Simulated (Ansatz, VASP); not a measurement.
This is a calculation of Ta for VASP 6.6.1.

The input INCAR:

```
SYSTEM = Ta
  PREC = Accurate
  ENCUT = 520
  EDIFF = 1E-6
  ISMEAR = 0
  SIGMA = 0.019000000000000003
  LREAL = .False.
  LASPH = .True.
  NELM = 100
  ALGO = Fast
  ISIF = 2
  LWAVE = .False.
  LCHARG = .True.
  GGA = PE
  LELF = .True.
  LVHAR = .True.
  NBANDS = 12
```

Contents of KPOINTS:

```
Automatic mesh
0
Gamma
  11 11 11
  0 0 0
```

Contents of POSCAR:

```
Ta
1.0
   -1.6512800000      1.6512800000      1.6512800000
    1.6512800000     -1.6512800000      1.6512800000
    1.6512800000      1.6512800000     -1.6512800000
Ta
1
Direct
    0.0000000000      0.0000000000      0.0000000000
```

Potentials or basis: VASP PAW PBE potentials, release 64 (Ta_pv).

Run with:

```sh
$ cat potpaw_PBE.64/Ta_pv/POTCAR > POTCAR
$ mpirun -np 1 vasp_std > vasp.out
```

Q: Translate it to Ansatz 0.2.0. Potentials there: all-electron LAPW, scalar-relativistic.

A: As run (the cutoff follows the program's own potentials):

input.yaml

```yaml
crystal:
  lattice:
    - [-1.65128, 1.65128, 1.65128]
    - [1.65128, -1.65128, 1.65128]
    - [1.65128, 1.65128, -1.65128]
  atoms:
    - { symbol: Ta, position: [0.0, 0.0, 0.0] }
kpoints:
  mp_grid: { grid: [11, 11, 11] }
scf:
  occupations: { method: gaussian, width: 0.019 }
hamiltonian:
  xc: pbe
  pseudopotentials: { kind: all_electron, lapw: { basis_error: 0.001 } }
output:
  forces: true
  stress: true
  eigenvalues: true
```

Potentials or basis: all-electron LAPW, scalar-relativistic.

Run with:

```console
$ ansatz run input.yaml --threads 1 --pin off --max-ram 3072MiB --backend cpu --events-out ev --progress --plain --runs-dir out
```

Both were run:

|  | VASP | Ansatz | Ansatz less VASP |
| --- | --- | --- | --- |
| gap on the k mesh at the Fermi level (eV) | none | none | - |
| pressure (GPa) | 2.2 | 2.1 | -0.18 |

A gap of «none» marks a metal or a gap that the smearing closes. Ansatz ran all-electron here, and VASP with PAW potentials.

Neither program's run includes spin-orbit coupling.
